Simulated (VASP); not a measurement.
# CuO (P4/nmm) in VASP: single point with r2SCAN+U

Aim: the single point of CuO with r2SCAN+U.

Program: VASP 6.6.1. These are calculated values, not measurements. Logs are shortened: lines on timing, memory, paths and dates and some standing lists are left out, and cuts for length are marked.

**1. The cell of the first run**

It takes space group P4/nmm (No. 129, tetragonal). Conventional cell: a = 3.175 Å, b = 3.175 Å, c = 4.650 Å, α = 90.00°, β = 90.00°, γ = 90.00°. Cu (site symmetry -4m2) has 4 O at 2.02 Å and 4 Cu at 2.25 Å within 2.7 Å. O (site symmetry 4mm) has 4 Cu at 2.02 Å within 2.7 Å.

**2. Single point, r2SCAN+U, collinear spin, antiferromagnetic start**

File POSCAR:

```
CuO
1.0
    3.1754955000      0.0000000000      0.0000000000
    0.0000000000      3.1754955000      0.0000000000
    0.0000000000      0.0000000000      4.6495318700
Cu O
2 2
Direct
    0.0000000000      0.0000000000      0.0000000000
    0.5000000000      0.5000000000      0.0000000000
    0.5000000000      0.0000000000      0.2670000000
    0.0000000000      0.5000000000      0.7330000000
```

File INCAR.step1:

```
PREC = Accurate
ENCUT = 520
ISMEAR = 0
SIGMA = 0.05
LREAL = False
LASPH = True
NELM = 150
ISPIN = 2
MAGMOM = 1 -1 0 0
LMAXMIX = 4
LDAU = True
LDAUTYPE = 2
LDAUL = 2 -1
LDAUU = 1 0
LDAUJ = 0 0
NBANDS = 29
GGA = PE
ALGO = Normal
EDIFF = 1E-4
LWAVE = True
LCHARG = False
```

File INCAR.step2:

```
PREC = Accurate
ENCUT = 520
EDIFF = 1E-7
ISMEAR = 0
SIGMA = 0.05
LREAL = False
LASPH = True
NELM = 150
ALGO = Normal
ISIF = 2
LWAVE = False
LCHARG = False
ISPIN = 2
MAGMOM = 1 -1 0 0
LORBIT = 11
LMAXMIX = 4
LDAU = True
LDAUTYPE = 2
LDAUL = 2 -1
LDAUU = 1 0
LDAUJ = 0 0
LDAUPRINT = 1
METAGGA = R2SCAN
LMIXTAU = True
NBANDS = 29
ISTART = 1
```

File KPOINTS:

```
regular mesh
0
Gamma
  6 6 4
```

Potentials or basis: VASP PAW PBE potentials, release 64 (Cu, O).

Started as:

```bash
$ cat potpaw_PBE.64/Cu/POTCAR potpaw_PBE.64/O/POTCAR > POTCAR
$ cp INCAR.step1 INCAR
$ mpirun -np 1 vasp_std > vasp.out
$ cp INCAR.step2 INCAR
$ mpirun -np 1 vasp_std > vasp.out
```

OUTCAR:

```text
PREC = Accurate
   ENCUT = 520
   EDIFF = 1E-7
   ISMEAR = 0
   LREAL = False
   LASPH = True
   NELM = 150
   ISIF = 2
   ISPIN = 2
   LORBIT = 11
   METAGGA = R2SCAN
   ISTART = 1

 ion  position               nearest neighbor table
   1  0.000  0.000  0.000-   3 2.02   4 2.02   4 2.02   3 2.02   2 2.25   2 2.25   2 2.25   2 2.25

   2  0.500  0.500  0.000-   3 2.02   4 2.02   3 2.02   4 2.02   1 2.25   1 2.25   1 2.25   1 2.25

   3  0.500  0.000  0.267-   1 2.02   2 2.02   2 2.02   1 2.02
   4  0.000  0.500  0.733-   1 2.02   2 2.02   1 2.02   2 2.02

  LATTYP: Found a simple tetragonal cell.
 ALAT       =     3.1754955000
 C/A-ratio  =     1.4641909806

  Lattice vectors:

 A1 = (   3.1754955000,   0.0000000000,   0.0000000000)
 A2 = (   0.0000000000,   3.1754955000,   0.0000000000)
 A3 = (   0.0000000000,   0.0000000000,   4.6495318700)

Analysis of symmetry for initial positions (statically):
=====================================================================
 Subroutine PRICEL returns:
 Original cell was already a primitive cell.

 Routine SETGRP: Setting up the symmetry group for a
 simple tetragonal supercell.

 Subroutine GETGRP returns: Found 16 space group operations
 (whereof  8 operations were pure point group operations)
 out of a pool of 16 trial point group operations.

The static configuration has the point symmetry D_2d.
 The point group associated with its full space group is D_4h.

Analysis of symmetry for dynamics (positions and initial velocities):
=====================================================================
 Subroutine PRICEL returns:
 Original cell was already a primitive cell.

 Routine SETGRP: Setting up the symmetry group for a
 simple tetragonal supercell.

 Subroutine GETGRP returns: Found 16 space group operations
 (whereof  8 operations were pure point group operations)
 out of a pool of 16 trial point group operations.

The dynamic configuration has the point symmetry D_2d.
 The point group associated with its full space group is D_4h.

Analysis of structural, dynamic, and magnetic symmetry:
=====================================================================
 Subroutine PRICEL returns:
 Original cell was already a primitive cell.

 Routine SETGRP: Setting up the symmetry group for a
 simple tetragonal supercell.

 Subroutine GETGRP returns: Found 16 space group operations
 (whereof  8 operations were pure point group operations)
 out of a pool of 16 trial point group operations.

The overall configuration has the point symmetry D_2d.
 The point group associated with its full space group is D_4h.

 Subroutine INISYM returns: Found 16 space group operations
 (whereof  8 operations are pure point group operations),
 and found     1 'primitive' translations

----------------------------------------------------------------------------------------

                                     Primitive cell

  volume of cell :      46.8848

  direct lattice vectors                    reciprocal lattice vectors
     3.175495500  0.000000000  0.000000000     0.314911484  0.000000000  0.000000000
     0.000000000  3.175495500  0.000000000     0.000000000  0.314911484  0.000000000
[... 136 lines left out ...]
 onsite density matrix

spin component  1

  0.9297  0.0000  0.0000  0.0000 -0.0000
  0.0000  0.9366  0.0000  0.0000  0.0000
  0.0000  0.0000  0.9593  0.0000 -0.0000
  0.0000  0.0000  0.0000  0.9366 -0.0000
 -0.0000  0.0000 -0.0000 -0.0000  0.9550

spin component  2

  0.9643  0.0000  0.0000  0.0000  0.0000
  0.0000  0.8431  0.0000  0.0000  0.0000
  0.0000  0.0000  0.9394  0.0000 -0.0000
  0.0000  0.0000  0.0000  0.8431  0.0000
  0.0000  0.0000 -0.0000  0.0000  0.9548

 occupancies and eigenvectors

  o =  0.8431  v =  0.0000  0.0000  0.0000  0.0000  0.0000  0.0000 -0.6597 -0.0000  0.7515  0.0000      0.0000  0.0000  0.0000  0.0000  0.0000  0.0000  0.0000  0.0000  0.0000  0.0000
  o =  0.8431  v =  0.0000  0.0000  0.0000  0.0000  0.0000  0.0000  0.7515 -0.0000  0.6597 -0.0000      0.0000  0.0000  0.0000  0.0000  0.0000  0.0000  0.0000  0.0000  0.0000  0.0000
  o =  0.9297  v =  1.0000  0.0000  0.0000  0.0000  0.0000  0.0000  0.0000  0.0000  0.0000  0.0000      0.0000  0.0000  0.0000  0.0000  0.0000  0.0000  0.0000  0.0000  0.0000  0.0000
  o =  0.9366  v =  0.0000  0.3571 -0.0000 -0.9341  0.0000  0.0000  0.0000  0.0000  0.0000  0.0000      0.0000  0.0000  0.0000  0.0000  0.0000  0.0000  0.0000  0.0000  0.0000  0.0000
  o =  0.9366  v =  0.0000  0.9341 -0.0000  0.3571  0.0000  0.0000  0.0000  0.0000  0.0000  0.0000      0.0000  0.0000  0.0000  0.0000  0.0000  0.0000  0.0000  0.0000  0.0000  0.0000
  o =  0.9394  v =  0.0000  0.0000  0.0000  0.0000  0.0000  0.0000  0.0000  1.0000  0.0000  0.0000      0.0000  0.0000  0.0000  0.0000  0.0000  0.0000  0.0000  0.0000  0.0000  0.0000
  o =  0.9548  v =  0.0000  0.0000  0.0000  0.0000  0.0000  0.0000  0.0000 -0.0000  0.0000  1.0000      0.0000  0.0000  0.0000  0.0000  0.0000  0.0000  0.0000  0.0000  0.0000  0.0000
  o =  0.9550  v =  0.0000 -0.0000 -0.0000 -0.0000  1.0000  0.0000  0.0000  0.0000  0.0000  0.0000      0.0000  0.0000  0.0000  0.0000  0.0000  0.0000  0.0000  0.0000  0.0000  0.0000
  o =  0.9593  v =  0.0000  0.0000  1.0000  0.0000  0.0000  0.0000  0.0000  0.0000  0.0000  0.0000      0.0000  0.0000  0.0000  0.0000  0.0000  0.0000  0.0000  0.0000  0.0000  0.0000
  o =  0.9643  v =  0.0000  0.0000  0.0000  0.0000  0.0000  1.0000  0.0000  0.0000  0.0000  0.0000      0.0000  0.0000  0.0000  0.0000  0.0000  0.0000  0.0000  0.0000  0.0000  0.0000

atom =   2  type =  1  l = 2

 onsite density matrix

spin component  1

  0.9643 -0.0000  0.0000  0.0000  0.0000
 -0.0000  0.8431  0.0000  0.0000 -0.0000
  0.0000  0.0000  0.9394  0.0000  0.0000
  0.0000  0.0000  0.0000  0.8431  0.0000
  0.0000 -0.0000  0.0000  0.0000  0.9548

spin component  2

  0.9297  0.0000  0.0000 -0.0000 -0.0000
  0.0000  0.9366  0.0000  0.0000 -0.0000
  0.0000  0.0000  0.9593  0.0000  0.0000
 -0.0000  0.0000  0.0000  0.9366 -0.0000
 -0.0000 -0.0000  0.0000 -0.0000  0.9550

 occupancies and eigenvectors

  o =  0.8431  v =  0.0000 -0.9234  0.0000  0.3838  0.0000  0.0000  0.0000  0.0000  0.0000  0.0000      0.0000  0.0000  0.0000  0.0000  0.0000  0.0000  0.0000  0.0000  0.0000  0.0000
  o =  0.8431  v =  0.0000  0.3838  0.0000  0.9234  0.0000  0.0000  0.0000  0.0000  0.0000  0.0000      0.0000  0.0000  0.0000  0.0000  0.0000  0.0000  0.0000  0.0000  0.0000  0.0000
  o =  0.9297  v =  0.0000  0.0000  0.0000  0.0000  0.0000  1.0000  0.0000  0.0000  0.0000  0.0000      0.0000  0.0000  0.0000  0.0000  0.0000  0.0000  0.0000  0.0000  0.0000  0.0000
  o =  0.9366  v =  0.0000  0.0000  0.0000  0.0000  0.0000  0.0000 -0.0310  0.0000 -0.9995  0.0000      0.0000  0.0000  0.0000  0.0000  0.0000  0.0000  0.0000  0.0000  0.0000  0.0000
  o =  0.9366  v =  0.0000  0.0000  0.0000  0.0000  0.0000  0.0000  0.9995  0.0000 -0.0310  0.0000      0.0000  0.0000  0.0000  0.0000  0.0000  0.0000  0.0000  0.0000  0.0000  0.0000
  o =  0.9394  v =  0.0000  0.0000 -1.0000  0.0000  0.0000  0.0000  0.0000  0.0000  0.0000  0.0000      0.0000  0.0000  0.0000  0.0000  0.0000  0.0000  0.0000  0.0000  0.0000  0.0000
  o =  0.9548  v =  0.0000  0.0000  0.0000 -0.0000  1.0000  0.0000  0.0000  0.0000  0.0000  0.0000      0.0000  0.0000  0.0000  0.0000  0.0000  0.0000  0.0000  0.0000  0.0000  0.0000
  o =  0.9550  v =  0.0000  0.0000  0.0000  0.0000  0.0000  0.0000  0.0000 -0.0000 -0.0000 -1.0000      0.0000  0.0000  0.0000  0.0000  0.0000  0.0000  0.0000  0.0000  0.0000  0.0000
  o =  0.9593  v =  0.0000  0.0000  0.0000  0.0000  0.0000  0.0000  0.0000 -1.0000 -0.0000  0.0000      0.0000  0.0000  0.0000  0.0000  0.0000  0.0000  0.0000  0.0000  0.0000  0.0000
  o =  0.9643  v =  1.0000  0.0000  0.0000  0.0000  0.0000  0.0000  0.0000  0.0000  0.0000  0.0000      0.0000  0.0000  0.0000  0.0000  0.0000  0.0000  0.0000  0.0000  0.0000  0.0000

 number of electron      34.0000035 magnetization      -0.0000000

 Free energy of the ion-electron system (eV)
  ---------------------------------------------------
  ext. energy  EPLUGINS =         0.00000000
  ---------------------------------------------------
  free energy    TOTEN  =       -31.87371241 eV

  energy without entropy =      -31.86878524  energy(sigma->0) =      -31.87124882

 E-fermi :   2.6749     XC(G=0): -11.4341

 val. band max:        2.6426379383   @ k =   0.1667   0.1667   0.5000
 cond. band min:       2.6826596098   @ k =   0.3333   0.1667   0.0000
 fundamental gap:      0.0400216715
 Fermi energy:         2.6748675684

 spin component 1

 k-point     1 :       0.0000    0.0000    0.0000
  band No.  band energies     occupation
      1     -16.7942      1.00000
      2     -16.0411      1.00000
      3      -3.8351      1.00000
      4      -2.9944      1.00000
      5      -2.4437      1.00000
      6      -2.4437      1.00000
[... 1529 lines left out ...]
     28      22.6517      0.00000
     29      24.5353      0.00000

 [... further k-points ...]
[... 5 lines left out ...]
  --------------------------------------------------------------------------------------
  -------------------------------------------------------------------------------------
  Total        6.6990972      6.6990972     -4.3421631      0.0000000     -0.0000000      0.0000000
  in kB      228.9257404    228.9257404   -148.3831151      0.0000000     -0.0000000      0.0000000
  external PRESSURE =     103.1561219 kB  Pullay stress =       0.0000000 kB

 VOLUME and BASIS-vectors are now :
 -----------------------------------------------------------------------------
  energy-cutoff  :      520.00
  volume of cell :       46.88
      direct lattice vectors                 reciprocal lattice vectors
     3.175495500  0.000000000  0.000000000     0.314911484  0.000000000  0.000000000
     0.000000000  3.175495500  0.000000000     0.000000000  0.314911484  0.000000000
     0.000000000  0.000000000  4.649531870     0.000000000  0.000000000  0.215075416

 POSITION                                       TOTAL-FORCE (eV/Angst)
 -----------------------------------------------------------------------------------
      0.00000      0.00000      0.00000        -0.000000      0.000000      0.000000
      1.58775      1.58775      0.00000         0.000000     -0.000000      0.000000
      1.58775      0.00000      1.24143         0.000000     -0.000000     -1.340365
      0.00000      1.58775      3.40811        -0.000000      0.000000      1.340365
 -----------------------------------------------------------------------------------
    total drift:                                0.000000     -0.000000     -0.000000

  FREE ENERGIE OF THE ION-ELECTRON SYSTEM (eV)
  ---------------------------------------------------
  free  energy   TOTEN  =       -31.8737124070 eV

  energy  without entropy=      -31.8687852423  energy(sigma->0) =      -31.87124882

 total charge

# of ion       s       p       d       tot
------------------------------------------
    1        0.414   0.506   9.240  10.160
    2        0.414   0.506   9.240  10.160
    3        1.593   3.278   0.000   4.870
    4        1.593   3.278   0.000   4.870
--------------------------------------------------
tot          4.013   7.568  18.480  30.061

 magnetization (x)

# of ion       s       p       d       tot
------------------------------------------
    1       -0.004   0.005   0.173   0.174
    2        0.004  -0.005  -0.173  -0.174
    3        0.000   0.000   0.000   0.000
    4        0.000   0.000   0.000   0.000
--------------------------------------------------
tot          0.000   0.000   0.000   0.000
```

Wall time 2.8 min (1 thread of AMD EPYC 9R45 (Zen 5), shared host); peak memory 0.18 GiB.

Results:

| Property | Result |
| --- | --- |
| Free energy | -31.8737 eV |
| Pressure | 10.3 GPa |
| Largest force | 1.340 eV/Å |
| Band gap on the k mesh | zero (filled and empty bands overlap) |
| Net moment | 0.00 μB per cell |
| Site moments | Cu +0.17, -0.17; O +0.00 μB |
| Valence electrons inside the program's atomic spheres | Cu 10.16; O 4.87 |

Forces on the atoms (eV/Å):
```
Cu   0.000  0.000  0.000
Cu   0.000  0.000  0.000
O    0.000  0.000 -1.340
O    0.000  0.000  1.340
```

Eigenvalues of the final occupation matrices:
```
    site  spin  trace               eigenvalues
site 1 d     1   4.72  0.93 0.94 0.94 0.95 0.96
site 1 d     2   4.54  0.84 0.84 0.94 0.95 0.96
site 2 d     1   4.54  0.84 0.84 0.94 0.95 0.96
site 2 d     2   4.72  0.93 0.94 0.94 0.95 0.96
```

Caveat: the PAW data sets were made with another functional, which shifts forces and pressure a little.
